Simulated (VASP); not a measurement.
Write the native input for VASP 6.6.1 that does the following.

* Task: single point
* Functional: r2SCAN
* Potentials or basis: VASP PAW PBE potentials, release 64 (Ga_d)
* Cutoff: 520 eV
* k mesh: 8 × 8 × 8
* Occupations: gaussian, width 0.05 eV
* Spin: no spin polarisation
* Dipole correction: no
* Further INCAR settings: ALGO = Normal; EDIFF = 1e-06; NBANDS = 48

Crystal: Ga.

```xyz
6
Lattice="-2.9755 2.9755 2.9755 2.9755 -2.9755 2.9755 2.9755 2.9755 -2.9755" Properties=species:S:1:pos:R:3 pbc="T T T"
Ga    2.2316    0.0000    1.4877
Ga    1.4877    2.2316    0.0000
Ga    0.7439    0.0000    4.4633
Ga    4.4632    0.7439    0.0000
Ga    0.0000    1.4878    2.2316
Ga    0.0000    4.4632    0.7439
```

One way to write it, as run:

POSCAR

```
Ga
1.0
   -2.9755000000      2.9755000000      2.9755000000
    2.9755000000     -2.9755000000      2.9755000000
    2.9755000000      2.9755000000     -2.9755000000
Ga
6
Direct
    0.2500000000      0.6250000000      0.3750000000
    0.3750000000      0.2500000000      0.6250000000
    0.7500000000      0.8750000000      0.1250000000
    0.1250000000      0.7500000000      0.8750000000
    0.6250000000      0.3750000000      0.2500000000
    0.8750000000      0.1250000000      0.7500000000
```

INCAR.step1

```
SYSTEM = Ga
  PREC = Accurate
  ENCUT = 520
  ISMEAR = 0
  SIGMA = 0.05
  LREAL = .FALSE.
  LASPH = .TRUE.
  NELM = 60
  NBANDS = 48
  GGA = PE
  ALGO = Normal
  EDIFF = 1E-4
  LWAVE = .TRUE.
  LCHARG = .FALSE.
```

INCAR.step2

```
SYSTEM = Ga
  PREC = Accurate
  ENCUT = 520
  EDIFF = 1E-6
  ISMEAR = 0
  SIGMA = 0.05
  LREAL = .FALSE.
  LASPH = .TRUE.
  NELM = 60
  ALGO = Normal
  ISIF = 2
  LWAVE = .FALSE.
  LCHARG = .TRUE.
  METAGGA = R2SCAN
  LMIXTAU = .TRUE.
  LELF = .TRUE.
  LVHAR = .TRUE.
  NBANDS = 48
  ISTART = 1
```

KPOINTS

```
regular mesh
0
G
  8 8 8
  0 0 0
```

Potentials or basis: VASP PAW PBE potentials, release 64 (Ga_d).

Command:

```bash
$ cat potpaw_PBE.64/Ga_d/POTCAR > POTCAR
$ cp INCAR.step1 INCAR
$ mpirun -np 1 vasp_std > vasp.out
$ cp INCAR.step2 INCAR
$ mpirun -np 1 vasp_std > vasp.out
```

Results of the run:

| Quantity | Value |
| --- | --- |
| Pressure | 1.2 GPa |
| Band gap on the k mesh | zero (bands 39 and 40 overlap by 4.16 eV) |

Caveat: the PAW data sets were made with another functional, which shifts forces and pressure a little.

It took 4.1 min on 1 thread of Intel(R) Xeon(R) 6975P-C (Granite Rapids), on a shared host, peak memory 0.3 GiB.
